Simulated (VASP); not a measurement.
Here is a VASP 6.6.1 calculation.

The input INCAR:

```
  PREC = Accurate
  ENCUT = 520
  EDIFF = 1E-6
  ISMEAR = 0
  SIGMA = 0.01
  LREAL = False
  LASPH = True
  NELM = 150
  ALGO = Normal
  ISIF = 2
  LWAVE = False
  LCHARG = True
  ISPIN = 2
  MAGMOM = -2.35 2.35 0.17 -0.17
  LORBIT = 11
  LMAXMIX = 4
  GGA = PE
  LELF = True
  LVHAR = True
  NBANDS = 27
```

File KPOINTS:

```
regular mesh
0
Gamma
  12 12 8
```

Contents of POSCAR:

```
CoO
1.0
    3.1673863795      0.0000000000      0.0000000000
   -1.5836931898      2.7430370683      0.0000000000
    0.0000000000      0.0000000000      5.2885020427
Co O
2 2
Direct
    0.0000000000      0.0000000000      0.0071360782
    0.3333333333      0.6666666667      0.5071361007
    0.0000000000      0.0000000000      0.3678643002
    0.3333333333      0.6666666667      0.8678645209
```

Potentials or basis: VASP PAW PBE potentials, release 64 (Co, O).

The run is started by

```bash
$ cat potpaw_PBE.64/Co/POTCAR potpaw_PBE.64/O/POTCAR > POTCAR
$ mpirun -np 1 vasp_std > vasp.out
```

Problem. Estimate the pressure.

Solution. -0.1 GPa.

Problem. Predict the largest force.

Solution. 0.005 eV/Å.

Stress tensor (GPa, compression positive):
```
-0.08  0.00  0.00
 0.00 -0.08  0.00
 0.00  0.00 -0.16
```
